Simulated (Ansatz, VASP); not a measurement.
Ni: VASP beside Ansatz

```
Ni
1.0
    -1.35192    1.35192    1.35192
     1.35192   -1.35192    1.35192
     1.35192    1.35192   -1.35192
Ni
1
Direct
  0.00000 0.00000 0.00000
```

Change from the starting cell: volume scaled by 0.9, LAPW.

Alike in both runs: task single point; functional PBE; k mesh 19 × 19 × 19; occupations fermi-dirac, width 0.05 eV; collinear spin.

|  | VASP | Ansatz |
| --- | --- | --- |
| version | VASP 6.6.1 | Ansatz 0.2.0 |
| potentials or method | VASP PAW PBE potentials, release 64 (Ni), cutoff 520 eV | all-electron LAPW, scalar-relativistic |

|  | VASP | Ansatz | Ansatz less VASP |
| --- | --- | --- | --- |
| pressure (GPa) | 25.5 | 25.9 | +0.38 |
| net moment per atom (μB) | 0.45 | 0.46 | +0.008 |
| size of the moment on the site where the two differ most (μB) | 0.45 | 0.48 | +0.025 |

Site moments also hang on the region over which each program counts them. Ansatz ran all-electron here, and VASP with PAW potentials.
